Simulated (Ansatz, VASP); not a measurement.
**Two plane-wave programs on MnHg3**

Contents of INCAR:

```
PREC     = Accurate       # precision mode
ENCUT    = 520            # plane-wave cutoff, eV
EDIFF    = 1E-6           # SCF threshold, eV
ISMEAR   = 0              # smearing method
SIGMA    = 0.1            # smearing width, eV
LREAL    = False          # projectors in reciprocal space
LASPH    = True           # aspherical terms in the spheres
NELM     = 150            # most SCF steps
ALGO     = Normal         # electronic algorithm
ISIF     = 2              # what is computed and relaxed
LWAVE    = False          # write WAVECAR
LCHARG   = True           # write CHGCAR
ISPIN    = 2              # spin polarisation
MAGMOM   = 4 0 0 0        # initial moments
LORBIT   = 11             # projections on sites
LMAXMIX  = 4              # l up to which the mixer works
GGA      = PE             # functional
LELF     = True           # ELF
LVHAR    = True         
NBANDS   = 36             # bands
```

KPOINTS

```
regular mesh
0
Gamma
  5 5 5
```

Contents of POSCAR:

```
MnHg3
1.0
    4.3045214571      0.0000000000      0.0000000000
    0.0000000000      4.3045214571      0.0000000000
    0.0000000000      0.0000000000      4.3045214571
Mn Hg
1 3
Direct
    0.0000000000      0.0000000000      0.0000000000
    0.5000000000      0.0000000000      0.5000000000
    0.0000000000      0.5000000000      0.5000000000
    0.5000000000      0.5000000000      0.0000000000
```

Input for Ansatz:

```yaml
crystal:
  lattice:
    - [4.3045214571305905, 0.0, 0.0]
    - [0.0, 4.3045214571305905, 0.0]
    - [0.0, 0.0, 4.3045214571305905]
  atoms:
    - { symbol: Mn, position: [0.0, 0.0, 0.0], spin: 4.0 }
    - { symbol: Hg, position: [0.5, 0.0, 0.5] }
    - { symbol: Hg, position: [0.0, 0.5, 0.5] }
    - { symbol: Hg, position: [0.5, 0.5, 0.0] }
basis:
  ecutwfc: 500.0
kpoints:
  mp_grid:
    grid: [5, 5, 5]
magnetization:
  spin_polarized: true
scf:
  occupations:
    method: gaussian
    width: 0.1
```

Alike in both runs: task single point; functional PBE; k mesh 5 × 5 × 5; occupations gaussian, width 0.1 eV; collinear spin.

|  | VASP | Ansatz |
| --- | --- | --- |
| version | VASP 6.6.1 | Ansatz 0.2.0 |
| potentials or method | VASP PAW PBE potentials, release 64 (Mn_pv, Hg), cutoff 520 eV | plane waves, PAW |
| valence electrons in the cell | 49 | 75 |

Ansatz gave:

| Item | Value |
| --- | --- |
| net moment per atom (μB) | 0.97 |
| size of the moment on the site where the two differ most (μB) | 4.00 |

What did VASP give for the same quantities?

net moment per atom (μB): 0.97; size of the moment on the site where the two differ most (μB): 3.89.

Site moments also hang on the region over which each program counts them. VASP's potentials hold 49 valence electrons a cell and Ansatz's 75, so a difference there can come from the potentials and not from the codes.

Spin-orbit coupling is off throughout.
